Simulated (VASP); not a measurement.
ZrPbO4: single point with PBE

The system is ZrPbO4.

```
CELL_PARAMETERS angstrom
3.66200 0.00000 0.00000
-1.83100 3.17138 0.00000
0.00000 0.00000 6.25583
ATOMIC_POSITIONS crystal
Zr 0.00000 0.00000 0.50000
Pb 0.00000 0.00000 0.00000
O 0.33333 0.66667 0.70242
O 0.33333 0.66667 0.29758
O 0.66667 0.33333 0.29758
O 0.66667 0.33333 0.70242
```

The cell was generated, and may not be a known phase.

```json
{
 "Program": "VASP 6.6.1",
 "Task": "single point",
 "Functional": "PBE",
 "Potentials or basis": "VASP PAW PBE potentials, release 64 (Zr_sv, Pb_d, O)",
 "Cutoff": "520 eV",
 "k mesh": "6 × 6 × 4",
 "Occupations": "gaussian, width 0.1 eV",
 "Spin": "collinear spin",
 "Starting moments": "[1.0, 0.0, 0.0, 0.0, 0.0, 0.0] μB",
 "Dipole correction": "no",
 "Further INCAR settings": "ALGO = Normal; EDIFF = 1e-06; NBANDS = 38"
}
```

```
Pressure                                              : -0.1 GPa
Largest force                                         : 0.008 eV/Å
Band gap on the k mesh                                : zero (filled and empty bands overlap)
Net moment                                            : 0.00 μB per cell
Valence electrons inside the program's atomic spheres : Zr 9.36; Pb 11.78; O 4.87
```

Forces on the atoms (eV/Å):
```
Zr   0.000  0.000  0.000
Pb   0.000  0.000  0.000
O    0.000  0.000  0.008
O    0.000  0.000 -0.008
O    0.000  0.000 -0.008
O    0.000  0.000  0.008
```

Levels at points of the mesh, in eV from the Fermi level:
Spin up:
```tsv
k point	band 21	band 22	band 23	band 24	band 25	band 26	band 27	band 28	band 29	band 30
(0.00, 0.00, 0.00)	-2.06	-2.06	-1.92	-0.96	-0.96	-0.21	1.73	3.48	3.48	3.53
(0.50, 0.00, 0.00)	-2.26	-1.23	-0.79	-0.72	-0.35	0.68	1.74	2.12	3.97	4.09
(0.00, 0.00, 0.50)	-2.30	-1.73	-1.11	-0.65	-0.65	-0.45	0.77	3.51	3.51	4.44
(0.50, 0.00, 0.50)	-2.56	-0.97	-0.96	-0.65	-0.36	0.69	0.92	2.34	3.81	4.09
```
Spin down:
```csv
k point,band 23,band 24,band 25,band 26,band 27,band 28
"(0.00, 0.00, 0.00)",-1.92,-0.96,-0.96,-0.21,1.73,3.48
"(0.50, 0.00, 0.00)",-0.79,-0.72,-0.35,0.68,1.74,2.12
"(0.00, 0.00, 0.50)",-1.11,-0.65,-0.65,-0.45,0.77,3.51
"(0.50, 0.00, 0.50)",-0.96,-0.65,-0.36,0.70,0.92,2.34
```

Wall time 54 s on 1 thread of Intel(R) Xeon(R) 6975P-C (Granite Rapids), on a shared host, peak memory 0.26 GiB.

Caveat: spin-orbit coupling is left out, which moves the levels of the heavy elements.
